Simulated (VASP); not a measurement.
Write the native input for VASP 6.6.1 that does the following.

```yaml
Task: single point
Functional: PBEsol
Potentials_or_basis: VASP PAW PBE potentials, release 64 (Be, S)
Cutoff: 520 eV
k_mesh: 8 × 8 × 8
Occupations: gaussian, width 0.02 eV
Spin: no spin polarisation
Dipole_correction: no
Further_INCAR_settings: ALGO = Normal; EDIFF = 1e-06; NBANDS = 11
```

The structure of BeS lies in POSCAR:

```
BeS
1.0
    0.0000000000      2.4188538119      2.4188538119
    2.4188538119      0.0000000000      2.4188538119
    2.4188538119      2.4188538119      0.0000000000
Be S
1 1
Direct
    0.0000000000      0.0000000000      0.0000000000
    0.7500000000      0.7500000000      0.7500000000
```

The input as run:

INCAR

```
SYSTEM = BeS
ALGO = Normal
EDIFF = 1E-6
ENCUT = 520
GGA = PS
ISIF = 2
ISMEAR = 0
LASPH = .TRUE.
LCHARG = .FALSE.
LREAL = .FALSE.
LWAVE = .FALSE.
NBANDS = 11
NELM = 80
PREC = Accurate
SIGMA = 0.02
```

KPOINTS

```
k-points
0
G
  8 8 8
  0 0 0
```

Potentials or basis: VASP PAW PBE potentials, release 64 (Be, S).

The run is started by

```bash
$ cat potpaw_PBE.64/Be/POTCAR potpaw_PBE.64/S/POTCAR > POTCAR
$ mpirun -np 1 vasp_std > vasp.out
```

Results of the run:

```
Pressure               : 0.2 GPa
Band gap on the k mesh : 2.91 eV, indirect (least direct gap 5.61 eV)
```

Caveat: the PAW data sets were made with another functional, which shifts forces and pressure a little.

Wall time 7.8 s on 1 thread of AMD EPYC 7R43 64-Core Processor (Zen 3), on a shared host, peak memory 0.11 GiB.
